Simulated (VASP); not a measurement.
# NbAl3 (I4/mmm) in VASP: further runs, part 2 of 2

VASP 6.6.1. The steps go on from the part before.

## (3) Electric field gradients, LDA

Input file INCAR:

```
PREC = Accurate
ENCUT = 520
EDIFF = 1E-8
ISMEAR = -1
SIGMA = 0.05
LREAL = False
LASPH = True
NELM = 100
ALGO = Normal
ISIF = 2
LWAVE = False
LCHARG = False
GGA = CA
LEFG = True
NBANDS = 19
```

Input file KPOINTS:

```
Automatic mesh
0
Gamma
  12 12 12
```

Input file POSCAR:

```
NbAl3
1.0
   -1.9169829227      1.9169829227      4.2924503537
    1.9169829227     -1.9169829227      4.2924503537
    1.9169829227      1.9169829227     -4.2924503537
Al Nb
3 1
Direct
    0.5000000000      0.5000000000      0.0000000000
    0.7500000000      0.2500000000      0.5000000000
    0.2500000000      0.7500000000      0.5000000000
    0.0000000000      0.0000000000      0.0000000000
```

Potentials or basis: VASP PAW LDA potentials, release 64 (Al, Nb_sv).

The run is started by

```bash
$ cat potpaw_LDA.64/Al/POTCAR potpaw_LDA.64/Nb_sv/POTCAR > POTCAR
$ mpirun -np 1 vasp_std > vasp.out
```

OUTCAR:

```text
PREC = Accurate
   ENCUT = 520
   EDIFF = 1E-8
   ISMEAR = -1
   LREAL = False
   LASPH = True
   NELM = 100
   ISIF = 2
   GGA = CA

 ion  position               nearest neighbor table
   1  0.500  0.500  0.000-   4 2.71   4 2.71   4 2.71   4 2.71   3 2.88   2 2.88   3 2.88   2 2.88
                             3 2.88   3 2.88   2 2.88   2 2.88
   2  0.750  0.250  0.500-   3 2.71   3 2.71   3 2.71   3 2.71   4 2.88   1 2.88   4 2.88   4 2.88
                             1 2.88   1 2.88   4 2.88   1 2.88
   3  0.250  0.750  0.500-   2 2.71   2 2.71   2 2.71   2 2.71   4 2.88   1 2.88   4 2.88   1 2.88
                             4 2.88   4 2.88   1 2.88   1 2.88
   4  0.000  0.000  0.000-   1 2.71   1 2.71   1 2.71   1 2.71   3 2.88   2 2.88   3 2.88   3 2.88
                             2 2.88   2 2.88   3 2.88   2 2.88

  LATTYP: Found a body centered tetragonal cell.
 ALAT       =     3.8339658454
 C/A-ratio  =     2.2391698449

  Lattice vectors:

 A1 = (  -1.9169829227,   1.9169829227,   4.2924503537)
 A2 = (   1.9169829227,  -1.9169829227,   4.2924503537)
 A3 = (   1.9169829227,   1.9169829227,  -4.2924503537)

Analysis of symmetry for initial positions (statically):
=====================================================================
 Subroutine PRICEL returns:
 Original cell was already a primitive cell.

 Routine SETGRP: Setting up the symmetry group for a
 body centered tetragonal supercell.

 Subroutine GETGRP returns: Found 16 space group operations
 (whereof 16 operations were pure point group operations)
 out of a pool of 16 trial point group operations.

The static configuration has the point symmetry D_4h.

Analysis of symmetry for dynamics (positions and initial velocities):
[... 704 lines left out ...]
  --------------------------------------------------------------------------------------
  -------------------------------------------------------------------------------------
  Total       -1.6304261     -1.6304261     -1.3484582      0.0000000      0.0000000      0.0000000
  in kB      -41.4009142    -41.4009142    -34.2409909      0.0000000      0.0000000      0.0000000
  external PRESSURE =     -39.0142731 kB  Pullay stress =       0.0000000 kB

 VOLUME and BASIS-vectors are now :
 -----------------------------------------------------------------------------
  energy-cutoff  :      520.00
  volume of cell :       63.10
      direct lattice vectors                 reciprocal lattice vectors
    -1.916982923  1.916982923  4.292450354     0.000000000  0.260826528  0.116483584
     1.916982923 -1.916982923  4.292450354     0.260826528  0.000000000  0.116483584
     1.916982923  1.916982923 -4.292450354     0.260826528  0.260826528  0.000000000

 POSITION                                       TOTAL-FORCE (eV/Angst)
 -----------------------------------------------------------------------------------
      0.00000      0.00000      4.29245         0.000000     -0.000000      0.000000
      0.00000      1.91698      2.14623         0.000000     -0.000000     -0.000000
      1.91698      0.00000      2.14623        -0.000000      0.000000     -0.000000
      0.00000      0.00000      0.00000         0.000000     -0.000000      0.000000
 -----------------------------------------------------------------------------------
    total drift:                               -0.000000     -0.000000      0.000000

  FREE ENERGIE OF THE ION-ELECTRON SYSTEM (eV)
  ---------------------------------------------------
  free  energy   TOTEN  =       -25.5491895682 eV

  energy  without entropy=      -25.5442751301  energy(sigma->0) =      -25.54673235

 Electric field gradients (V/A^2)
---------------------------------------------------------------------
 ion       V_xx      V_yy      V_zz      V_xy      V_xz      V_yz
---------------------------------------------------------------------
   1     -20.678   -20.678    41.357     0.000     0.000     0.000
   2       4.917     4.917    -9.833     0.000     0.000     0.000
   3       4.917     4.917    -9.833     0.000     0.000     0.000
   4      46.623    46.623   -93.245     0.000    -0.000    -0.000
---------------------------------------------------------------------

 Electric field gradients after diagonalization (V/A^2)
 (convention: |V_zz| > |V_xx| > |V_yy|)
----------------------------------------------------------------------
 ion       V_xx      V_yy      V_zz     asymmetry (V_yy - V_xx)/ V_zz
----------------------------------------------------------------------
   1     -20.678   -20.678    41.357       0.000
   2       4.917     4.916    -9.833       0.000
   3       4.917     4.916    -9.833       0.000
   4      46.623    46.623   -93.245       0.000
----------------------------------------------------------------------

           NMR quadrupolar parameters

 Cq : quadrupolar parameter    Cq=e*Q*V_zz/h
 eta: asymmetry parameters     (V_yy - V_xx)/ V_zz
 Q  : nuclear electric quadrupole moment in mb (millibarn)
----------------------------------------------------------------------
 ion       Cq(MHz)       eta       Q (mb)
----------------------------------------------------------------------
   1       0.100       0.000       1.000
   2      -0.024       0.000       1.000
   3      -0.024       0.000       1.000
   4      -0.225       0.000       1.000
----------------------------------------------------------------------
```

It took 7.6 min on 1 thread of Intel Xeon 8259CL, shared host; peak memory 0.33 GiB.

What came out:

```
Free energy            : -25.5492 eV
Pressure               : -3.9 GPa
Band gap on the k mesh : zero (band 11 reaches 9.52 eV, above the bottom of band 12 at 9.24 eV)
```

Stress tensor (GPa, compression positive):
```
-4.14  0.00  0.00
 0.00 -4.14  0.00
 0.00  0.00 -3.42
```

Electric field gradients, principal values (V/Å²):
```
atom    least   middle  greatest (by size)
1 Al  -20.678  -20.678              41.357
2 Al    4.916    4.917              -9.833
3 Al    4.916    4.917              -9.833
4 Nb   46.623   46.623             -93.245
```

Caveat: without QUAD_EFG the Cq values of the log hold for a quadrupole moment of 1 mb, not for the nuclei.

## (4) Density of states, LDA

POSCAR is that of step 3.

Input file INCAR.step1:

```
  PREC = Accurate
  ENCUT = 520
  EDIFF = 1E-6
  ISMEAR = -1
  SIGMA = 0.05
  LREAL = F
  LASPH = T
  NELM = 80
  ALGO = Normal
  ISIF = 2
  LWAVE = F
  LCHARG = T
  LMAXMIX = 4
  GGA = CA
  NBANDS = 19
```

Input file KPOINTS.step1:

```
Automatic mesh
0
Gamma
  12 12 12
```

Input file INCAR.step2:

```
  PREC = Accurate
  ENCUT = 520
  EDIFF = 1E-6
  ISMEAR = -5
  SIGMA = 0.05
  LREAL = F
  LASPH = T
  NELM = 80
  ALGO = Normal
  ISIF = 2
  LWAVE = F
  LCHARG = F
  LMAXMIX = 4
  GGA = CA
  LORBIT = 11
  NEDOS = 1001
  ICHARG = 11
```

Input file KPOINTS.step2:

```
Automatic mesh
0
Gamma
  18 18 18
```

The run is started by

```bash
$ cat potpaw_LDA.64/Al/POTCAR potpaw_LDA.64/Nb_sv/POTCAR > POTCAR
$ cp INCAR.step1 INCAR
$ cp KPOINTS.step1 KPOINTS
$ mpirun -np 1 vasp_std > vasp.out
$ cp INCAR.step2 INCAR
$ cp KPOINTS.step2 KPOINTS
$ mpirun -np 1 vasp_std > vasp.out
```

Wall time 16 min (1 thread of Intel Xeon 8259CL, shared host); peak memory 0.55 GiB.

Results (log left out):

- Valence electrons inside the program's atomic spheres: Al 0.84, 0.82; Nb 10.80

Levels at points of the mesh, in eV from the Fermi level:
```
           k point  band 9  band 10  band 11  band 12  band 13  band 14
(0.00, 0.00, 0.00)   -2.02    -2.02     0.11     1.69     1.69     1.86
(0.50, 0.00, 0.00)   -2.06    -1.20    -0.29     1.55     1.90     2.86
(0.50, 0.50, 0.00)   -2.78    -2.56    -1.99     1.61     1.74     2.74
(0.50, 0.50, 0.50)   -1.02    -0.94    -0.04    -0.04     0.27     3.13
```

Caveat: tetrahedron occupations give inexact forces and stress in metals.
